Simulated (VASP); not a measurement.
Write the native input for VASP 6.6.1 that does the following.

```
Task                   : single point
Functional             : r2SCAN
Potentials or basis    : VASP PAW PBE potentials, release 64 (Ga_d, As)
Cutoff                 : 520 eV
k mesh                 : 8 × 8 × 8
Occupations            : fermi-dirac, width 0.02 eV
Spin                   : non-collinear spin, zero start, spin-orbit coupling
Starting moments       : [[0.0, 0.0, 0.0], [0.0, 0.0, 0.0]] μB
Dipole correction      : no
Further INCAR settings : ALGO = Normal; EDIFF = 1e-06; NBANDS = 30
```

The system is GaAs.

```
CELL_PARAMETERS angstrom
0.00000 2.83309 2.88975
2.83309 0.00000 2.88975
2.83309 2.83309 0.00000
ATOMIC_POSITIONS crystal
Ga 0.00000 0.00000 0.00000
As 0.25000 0.25000 0.25000
```

This cell differs from its parent crystal: uniaxial z strain +2.0%.

The input as run:

POSCAR

```
GaAs
1.0
    0.0000000000      2.8330850955      2.8897467974
    2.8330850955      0.0000000000      2.8897467974
    2.8330850955      2.8330850955      0.0000000000
Ga As
1 1
Direct
    0.0000000000      0.0000000000      0.0000000000
    0.2500000000      0.2500000000      0.2500000000
```

INCAR.step1

```
PREC = Accurate ; ENCUT = 520
ISMEAR = -1 ; SIGMA = 0.02
LREAL = F ; LASPH = T
NELM = 150 ; MAGMOM = 0 0 0 0 0 0
LSORBIT = T ; GGA_COMPAT = F
NBANDS = 30 ; GGA = PE
ALGO = Normal ; EDIFF = 1E-4
LWAVE = T ; LCHARG = F
```

INCAR.step2

```
PREC = Accurate ; ENCUT = 520
EDIFF = 1E-6 ; ISMEAR = -1
SIGMA = 0.02 ; LREAL = F
LASPH = T ; NELM = 150
ALGO = Normal ; ISIF = 2
LWAVE = F ; LCHARG = F
MAGMOM = 0 0 0 0 0 0 ; LORBIT = 11
LSORBIT = T ; GGA_COMPAT = F
LORBMOM = T ; METAGGA = R2SCAN
LMIXTAU = T ; NBANDS = 30
ISTART = 1
```

KPOINTS

```
Automatic mesh
0
Gamma
  8 8 8
```

Potentials or basis: VASP PAW PBE potentials, release 64 (Ga_d, As).

Command:

```sh
$ cat potpaw_PBE.64/Ga_d/POTCAR potpaw_PBE.64/As/POTCAR > POTCAR
$ cp INCAR.step1 INCAR
$ mpirun -np 1 vasp_ncl > vasp.out
$ cp INCAR.step2 INCAR
$ mpirun -np 1 vasp_ncl > vasp.out
```

Results of the run:

```json
{
  "Pressure": "-1.3 GPa",
  "Net moment": "0.00 μB per cell",
  "Valence electrons inside the program's atomic spheres": "Ga 11.61; As 2.86"
}
```

Caveat: the cell differs from its parent crystal (uniaxial z strain +2.0%); the PAW data sets were made with another functional, which shifts forces and pressure a little.

Wall time 17 min on 1 thread of Intel(R) Xeon(R) Platinum 8488C (Sapphire Rapids), with other jobs on the host, peak memory 0.44 GiB.
